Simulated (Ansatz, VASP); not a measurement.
One calculation of TaN, two programs

```xyz
2
Lattice="2.9380 0.0000 0.0000 -1.4690 2.5444 0.0000 0.0000 0.0000 2.8830" Properties=species:S:1:pos:R:3 pbc="T T T"
Ta    0.0000    0.0000    1.4415
N     1.4690    0.8481    0.0000
```

Alike in both runs: task single point; functional PBE-based screened hybrid; k mesh 5 × 5 × 5; occupations fermi-dirac, width 0.05 eV; no spin polarisation.

```csv
,VASP,Ansatz
version,VASP 6.6.1,Ansatz 0.2.0
potentials or method,"VASP PAW PBE potentials, release 64 (Ta_pv, N)",Ansatz PAW
plane-wave cutoff (eV),520,420
valence electrons in the cell,16,18
```

|  | VASP | Ansatz | Ansatz less VASP |
| --- | --- | --- | --- |
| gap on the k mesh at the Fermi level (eV) | none | none | - |
| pressure (GPa) | -4.4 | -3.7 | +0.66 |
| traceless stress, the component that is largest in VASP (GPa) | -0.56 | -0.58 | -0.018 |

VASP's potentials were made for PBE, not for PBE-based screened hybrid. A gap of «none» marks a metal or a gap that the smearing closes. With one functional, cell and mesh, what is left measures potentials, basis and numerics. VASP's potentials hold 16 valence electrons a cell and Ansatz's 18, so a difference there can come from the potentials and not from the codes.

The k mesh is coarse, so the values compare programs but aren't converged. Neither program's run includes spin-orbit coupling.
